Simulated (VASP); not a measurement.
Wanted: the native input for a VASP 6.6.1 run.

```
Task                   : relaxation of cell and atoms
Functional             : PBE
Potentials or basis    : VASP PAW PBE potentials, release 64 (Cs_sv, Mo_sv, Pb_d)
Cutoff                 : 600 eV
k mesh                 : 8 × 8 × 8
Occupations            : gaussian, width 0.1 eV
Spin                   : no spin polarisation
Dipole correction      : no
Further INCAR settings : ALGO = Fast; EDIFF = 1e-07; IBRION = 2; EDIFFG = -0.01; NSW = 100; ISIF = 3
```

The structure of CsMo4Pb lies in POSCAR:

```
CsMo4Pb
1.0
    0.0000000000      3.9968064574      3.9968064574
    3.9968064574      0.0000000000      3.9968064574
    3.9968064574      3.9968064574      0.0000000000
Cs Mo Pb
1 4 1
Direct
    0.0000000000      0.0000000000      0.0000000000
    0.3750000000      0.8750000000      0.3750000000
    0.3750000000      0.3750000000      0.8750000000
    0.3750000000      0.3750000000      0.3750000000
    0.8750000000      0.3750000000      0.3750000000
    0.7500000000      0.7500000000      0.7500000000
```

These files were run (other wordings do the same):

INCAR

```
ALGO = Fast ; EDIFF = 1E-7
EDIFFG = -0.01 ; ENCUT = 600
GGA = PE ; IBRION = 2
ISIF = 3 ; ISMEAR = 0
LASPH = T ; LCHARG = F
LREAL = F ; LWAVE = F
NELM = 80 ; NSW = 100
PREC = Accurate ; SIGMA = 0.1
```

KPOINTS

```
k-points
0
Gamma
  8 8 8
```

Potentials or basis: VASP PAW PBE potentials, release 64 (Cs_sv, Mo_sv, Pb_d).

Command:

```sh
$ cat potpaw_PBE.64/Cs_sv/POTCAR potpaw_PBE.64/Mo_sv/POTCAR potpaw_PBE.64/Pb_d/POTCAR > POTCAR
$ mpirun -np 1 vasp_std > vasp.out
```

Results of the run:

```yaml
Relaxed_volume: 20.78 Å³/atom
Relaxed_cell: a = 5.607 Å, b = 5.607 Å, c = 5.607 Å, α = 60.00°, β = 60.00°, γ = 60.00°
Space_group_after_relaxing_to_0.1_Å: F-43m (No. 216)
Energy_gained_by_relaxing: 11.3 meV/atom
Ionic_steps: 8
Pressure_after_relaxing: 0.0 GPa
Band_gap_on_the_k_mesh: zero (an odd number of electrons rules out a gap without spin polarisation)
```

Caveat: spin-orbit coupling is left out, which moves the levels of the heavy elements.

Wall time 28 min on 1 thread of AMD EPYC 9R45 96-Core Processor (Zen 5), with other jobs on the host, peak memory 0.43 GiB.
